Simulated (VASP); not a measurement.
Runs of VASP 6.6.1 on Si. The structure is that of space group I4_1/amd (No. 141), or close to it. The cells are those of the table. 

```csv
cell,gap on the mesh (eV),pressure (GPa)
"a = 3.787, b = 3.787, c = 3.886 Å, angles 59.1, 59.1, 61.7°, 2 atoms",none,0.1
"a = 4.096, b = 3.699, c = 3.710 Å, angles 67.1, 56.3, 56.6°, 2 atoms",none,-0.7
"a = 3.892, b = 3.892, c = 3.686 Å, angles 61.7, 61.7, 56.5°, 2 atoms",none,0.1
"a = 3.995, b = 3.685, c = 3.799 Å, angles 64.5, 56.4, 59.1°, 2 atoms",none,(a)
"a = 3.926, b = 3.716, c = 3.825 Å, angles 62.7, 57.3, 60.0°, 2 atoms",none,0.0
"a = 3.958, b = 3.754, c = 3.759 Å, angles 63.6, 58.1, 58.3°, 2 atoms",none,-0.1
"a = 3.772, b = 3.772, c = 3.920 Å, angles 58.7, 58.7, 62.6°, 2 atoms",none,0.0
"a = 3.883, b = 3.665, c = 3.925 Å, angles 61.4, 56.0, 62.6°, 2 atoms",none,0.0
"a = 3.758, b = 3.758, c = 3.953 Å, angles 58.3, 58.3, 63.5°, 2 atoms",none,-0.1
"a = 4.011, b = 3.704, c = 3.766 Å, angles 64.9, 56.8, 58.3°, 2 atoms",none,-0.3
"a = 3.873, b = 3.873, c = 3.719 Å, angles 61.3, 61.3, 57.4°, 2 atoms",-,0.1
"a = 3.939, b = 3.612, c = 3.932 Å, angles 62.8, 54.6, 62.6°, 2 atoms",none,0.0
```

Alike in all rows: task single point; level LDA; potentials or basis VASP PAW LDA potentials, release 64 (Si); no spin polarisation; k mesh 12 × 12 × 12; cutoff (eV) 520; smearing gaussian 0.05 eV.

Q: Fill in the values left out.

A: (a) -0.2.

A gap of «none» marks levels without a gap at the run's occupations.
